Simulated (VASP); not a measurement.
# Ir (Fm-3m) in VASP: single point with SCAN

Aim: the single point of Ir with SCAN.

Everything below comes from runs of VASP 6.6.1. Logs are shortened: lines on timing, memory, paths and dates and some standing lists are left out, and cuts for length are marked.

### Step 1. The cell of the first run

It takes space group Fm-3m (No. 225, cubic). The conventional cell has a = 3.831 Å, b = 3.831 Å, c = 3.831 Å, α = 90.00°, β = 90.00°, γ = 90.00°. Ir (site symmetry m-3m) has 12 Ir at 2.71 Å within 3.6 Å.

### Step 2. Single point, SCAN

The input, POSCAR:

```
Ir
1.0
    0.0000000000      1.9156000000      1.9156000000
    1.9156000000      0.0000000000      1.9156000000
    1.9156000000      1.9156000000      0.0000000000
Ir
1
Direct
    0.0000000000      0.0000000000      0.0000000000
```

The input, INCAR.step1:

```
ISMEAR   = 1              # smearing method
SIGMA    = 0.1            # smearing width, eV
LWAVE    = T              # write WAVECAR
LCHARG   = T              # write CHGCAR
ISIF     = 2              # what is computed and relaxed
NELM     = 100            # most SCF steps
ALGO     = Normal         # electronic algorithm
PREC     = Accurate       # precision mode
LASPH    = T              # aspherical terms in the spheres
LREAL    = F              # projectors in reciprocal space
EDIFF    = 1E-5           # SCF threshold, eV
GGA_COMPAT= F            
ENCUT    = 500            # plane-wave cutoff, eV
GGA      = PE             # functional
```

The input, INCAR.step2:

```
METAGGA  = SCAN           # meta-GGA
ISMEAR   = 1              # smearing method
SIGMA    = 0.1            # smearing width, eV
LWAVE    = F              # write WAVECAR
LCHARG   = F              # write CHGCAR
ISIF     = 2              # what is computed and relaxed
NELM     = 100            # most SCF steps
ALGO     = All            # electronic algorithm
PREC     = Accurate       # precision mode
LASPH    = T              # aspherical terms in the spheres
LREAL    = F              # projectors in reciprocal space
EDIFF    = 1E-6           # SCF threshold, eV
GGA_COMPAT= F            
ENCUT    = 500            # plane-wave cutoff, eV
LMIXTAU  = T            
ISTART   = 1            
ISEARCH  = 1
```

The input, KPOINTS:

```
k-points
0
Gamma
  12 12 12
```

Potentials or basis: VASP PAW PBE potentials, release 64 (Ir).

Started as:

```bash
> cat potpaw_PBE.64/Ir/POTCAR > POTCAR
> cp INCAR.step1 INCAR
> mpirun -np 1 vasp_std > vasp.out
> cp INCAR.step2 INCAR
> mpirun -np 1 vasp_std > vasp.out
```

OUTCAR:

```text
METAGGA = SCAN
   ISMEAR = 1
   ISIF = 2
   NELM = 100
   PREC = Accurate
   LASPH = T
   LREAL = F
   EDIFF = 1E-6
   ENCUT = 500
   ISTART = 1

 Found     72 irreducible k-points:

 Following reciprocal coordinates:
            Coordinates               Weight
  0.000000  0.000000  0.000000      1.000000
  0.083333  0.000000  0.000000      8.000000
  0.166667  0.000000  0.000000      8.000000
  0.250000  0.000000  0.000000      8.000000
  0.333333  0.000000  0.000000      8.000000
  0.416667  0.000000  0.000000      8.000000
   k-points           NKPTS =     72   k-points in BZ     NKDIM =     72   number of bands    NBANDS=      8
   number of dos      NEDOS =    301   number of ions     NIONS =      1
   total plane-waves  NPLWV =   8000
   dimension x,y,z NGX =    20 NGY =   20 NGZ =   20
   dimension x,y,z NGXF=    40 NGYF=   40 NGZF=   40
   ions per type =               1
   NGX,Y,Z   is equivalent  to a cutoff of  12.27, 12.27, 12.27 a.u.
   NGXF,Y,Z  is equivalent  to a cutoff of  24.55, 24.55, 24.55 a.u.
 SYSTEM =  unknown system
   PREC   = accura    normal or accurate (medium, high low for compatibility)
   ISTART =      1    job   : 0-new  1-cont  2-samecut
   ICHARG =      0    charge: 1-file 2-atom 10-const
   ISPIN  =      1    spin polarized calculation?
   LNONCOLLINEAR =      F non collinear calculations
   LSORBIT =      F    spin-orbit coupling
   LASPH  =      T    aspherical Exc in radial PAW
   ENCUT  =  500.0 eV  36.75 Ry    6.06 a.u.   4.94  4.94  4.94*2*pi/ulx,y,z
   NELM   =    100;   NELMIN=  2; NELMDL=  0     # of ELM steps
   EDIFF  = 0.1E-05   stopping-criterion for ELM
   LREAL  =      F    real-space projection
   EDIFFG = 0.1E-04   stopping-criterion for IOM
   NSW    =      0    number of steps for IOM
   IBRION =     -1    ionic relax: 0-MD 1-quasi-New 2-CG
   NFREE  =      0    steps in history (QN), initial steepest desc. (CG)
   ISIF   =      2    stress and relaxation
   ISYM   =      2    0-nonsym 1-usesym 2-fastsym
   POTIM  = 0.5000    time-step for ionic-motion
   TEBEG  =    0.0;   TEEND  =   0.0 temperature during run

   SCALEE = 1.0000    scale energy and forces
   PSTRESS=    0.0 pullay stress
   NELECT =       9.0000    total number of electrons
   NUPDOWN=      -1.0000    fix difference up-down
   EMIN   =  10.00;   EMAX   =-10.00  energy-range for DOS
   EFERMI =   0.00;   METHOD = LEGACY
   ISMEAR =     1;   SIGMA  =   0.10  broadening in eV -4-tet -1-fermi 0-gaus
   EFERMI_NEDOS =   21; number of points for ismear=-14 and -15
   IALGO  =     58    algorithm
   IMIX   =      4    mixing-type and parameters
     AMIX     =   0.40;   BMIX     =  1.00
     AMIX_MAG =   1.60;   BMIX_MAG =  1.00
  volume/ion in A,a.u.               =      14.06        94.87
  Fermi-wavevector in a.u.,A,eV,Ry     =   1.410937  2.666284 27.085691  1.990742
  Thomas-Fermi vector in A             =   2.532839
   LORBIT       =      0    0 simple, 1 ext, 2 COOP (PROOUT), +10 PAW based schemes
   METAGGA = SCAN    functional components
   LHFCALC =     F    Hartree Fock is set to
   AEXX    =    0.0000 exact exchange contribution
   IVDW    =     0    specifies the selected vdW correction
   LEPSILON=     F    determine dielectric tensor
   LRPA    =     F    only Hartree local field effects (RPA)

   CSHIFT  =0.1000    complex shift for real part using Kramers Kronig

   OMEGAMAX=  -1.0    maximum frequency
 non-spin polarized calculation
 Methfessel and Paxton  Order N= 1 SIGMA  =   0.10
  energy-cutoff  :      500.00
  volume of cell :       14.06
 maximum number of plane-waves:       368
   NGX =  9   NGY =  9   NGZ =  9

 number of electron       9.0000000 magnetization

 Free energy of the ion-electron system (eV)
  ---------------------------------------------------
  ext. energy  EPLUGINS =         0.00000000
  ---------------------------------------------------
  free energy    TOTEN  =       -71.28695976 eV

  energy without entropy =      -71.28714970  energy(sigma->0) =      -71.28702307

 E-fermi :  10.1602     XC(G=0): -15.1649

 val. band max:       10.1546079638   @ k =  -0.3333   0.3333   0.0000
 cond. band min:      10.2792507703   @ k =   0.3333   0.1667   0.0833
 fundamental gap:      0.1246428065
 Fermi energy:        10.1602106291

 k-point     1 :       0.0000    0.0000    0.0000
  band No.  band energies     occupation
      1      -2.3261      2.00000
      2       5.9086      2.00000
      3       5.9086      2.00000
      4       5.9090      2.00000
      5       8.8219      2.00000
      6       8.8234      2.00000
      7      24.8760      0.00000
      8      30.8038      0.00000

 k-point     2 :       0.0833    0.0000    0.0000
  band No.  band energies     occupation
      1      -1.9968      2.00000
      2       5.7314      2.00000
      3       6.0480      2.00000
      4       6.0483      2.00000
      5       8.7351      2.00000
      6       8.7365      2.00000
      7      25.4654      0.00000
      8      29.4210      0.00000

 k-point     3 :       0.1667    0.0000    0.0000
  band No.  band energies     occupation
      1      -1.0882      2.00000
      2       5.3687      2.00000
      3       6.3333      2.00000
      4       6.3337      2.00000
      5       8.6527      2.00000
      6       8.6540      2.00000
      7      26.6796      0.00000
      8      27.3091      0.00000

 k-point     4 :       0.2500    0.0000    0.0000
  band No.  band energies     occupation
      1       0.0880      2.00000
      2       5.2885      2.00000
      3       6.3935      2.00000
      4       6.3941      2.00000
      5       9.0190      2.00000
      6       9.0201      2.00000
      7      24.6039      0.00000
      8      27.7657      0.00000

 k-point     5 :       0.3333    0.0000    0.0000
  band No.  band energies     occupation
      1       0.9101      2.00000
      2       6.1493      2.00000
      3       6.1609      2.00000
      4       6.1617      2.00000
      5       9.8810      2.00057
      6       9.8819      2.00060
      7      21.9163      0.00000
      8      26.3384      0.00000

 k-point     6 :       0.4167    0.0000    0.0000
  band No.  band energies     occupation
      1       1.1410      2.00000
      2       5.9159      2.00000
      3       5.9168      2.00000
      4       7.9109      2.00000
      5      10.7558     -0.00000
      6      10.7566     -0.00000
      7      19.0027      0.00000
      8      25.0193      0.00000

 [... further k-points ...]

------------------------ aborting loop because EDIFF is reached ----------------------------------------

  FORCE on cell =-STRESS in cart. coord.  units (eV):
  Direction    XX          YY          ZZ          XY          YZ          ZX
  --------------------------------------------------------------------------------------
  -------------------------------------------------------------------------------------
  Total       -1.1598194     -1.1598194     -1.1598194      0.0000000      0.0000000      0.0000000
  in kB     -132.1771800   -132.1771800   -132.1771800      0.0000000      0.0000000      0.0000000
  external PRESSURE =    -132.1771800 kB  Pullay stress =       0.0000000 kB

 VOLUME and BASIS-vectors are now :
 -----------------------------------------------------------------------------
  energy-cutoff  :      500.00
  volume of cell :       14.06
      direct lattice vectors                 reciprocal lattice vectors
     0.000000000  1.915600000  1.915600000    -0.261014826  0.261014826  0.261014826
     1.915600000  0.000000000  1.915600000     0.261014826 -0.261014826  0.261014826
     1.915600000  1.915600000  0.000000000     0.261014826  0.261014826 -0.261014826

 POSITION                                       TOTAL-FORCE (eV/Angst)
 -----------------------------------------------------------------------------------
      0.00000      0.00000      0.00000         0.000000      0.000000      0.000000
 -----------------------------------------------------------------------------------
    total drift:                               -0.000000     -0.000000     -0.000000

  FREE ENERGIE OF THE ION-ELECTRON SYSTEM (eV)
  ---------------------------------------------------
  free  energy   TOTEN  =       -71.2869597597 eV

  energy  without entropy=      -71.2871500455  energy(sigma->0) =      -71.28702319
```

Run time: 25 s. Hardware: 1 thread of Intel Xeon 6975P-C (Granite Rapids), shared host; peak memory 0.14 GiB.

Results:

```yaml
Free_energy: -71.2870 eV
Pressure: -13.2 GPa
Band_gap_on_the_k_mesh: zero (an odd number of electrons rules out a gap without spin polarisation)
```

Levels at points of the mesh, in eV from the Fermi level:
| k point | band 1 | band 2 | band 3 | band 4 | band 5 | band 6 | band 7 | band 8 |
| --- | --- | --- | --- | --- | --- | --- | --- | --- |
| (0.00, 0.00, 0.00) | -12.49 | -4.25 | -4.25 | -4.25 | -1.34 | -1.34 | 14.72 | 20.64 |
| (0.50, 0.00, 0.00) | -9.00 | -4.34 | -4.34 | -1.14 | 0.97 | 0.97 | 7.32 | 14.43 |
| (0.50, 0.50, 0.00) | -8.47 | -7.98 | 0.90 | 1.21 | 1.62 | 1.62 | 10.53 | 11.76 |

Caveat: the cell stands under tension; the PAW data sets were made with another functional, which shifts forces and pressure a little; spin-orbit coupling is left out, which moves the levels of the heavy elements.

The gap in the log of VASP goes by the Fermi energy; the results here count the filled bands.